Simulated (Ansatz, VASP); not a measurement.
Cd3HgS4: VASP beside Ansatz

```xyz
8
Lattice="-2.9744 2.9744 5.9496 2.9744 -2.9744 5.9496 2.9744 2.9744 -5.9496" Properties=species:S:1:pos:R:3 pbc="T T T"
Cd    0.0000    2.9744    2.9748
Cd    0.0000    0.0000    5.9496
Cd    2.9744    0.0000    2.9748
S     1.4759   -1.4759    4.4514
S     1.4759    1.4759    7.4478
S    -1.4759    1.4759    4.4514
S     1.4986    1.4986    1.4982
Hg    0.0000    0.0000    0.0000
```

Alike in both runs: task single point; functional r2SCAN; k mesh 6 × 6 × 6; no spin polarisation.

```csv
,VASP,Ansatz
version,VASP 6.6.1,Ansatz 0.2.0
potentials or method,"VASP PAW PBE potentials, release 64 (Cd, S, Hg)","plane waves, PAW"
plane-wave cutoff (eV),520,500
occupations,"gaussian, width 0.01 eV",fixed
valence electrons in the cell,72,104
```

```csv
,VASP,Ansatz,Ansatz less VASP
gap on the k mesh at the Fermi level (eV),1.00,1.01,+0.006
pressure (GPa),-1.4,-1.7,-0.26
```

VASP's potentials were made for PBE, not for r2SCAN. VASP's potentials hold 72 valence electrons a cell and Ansatz's 104, so a difference there can come from the potentials and not from the codes.

Spin-orbit coupling is off throughout.
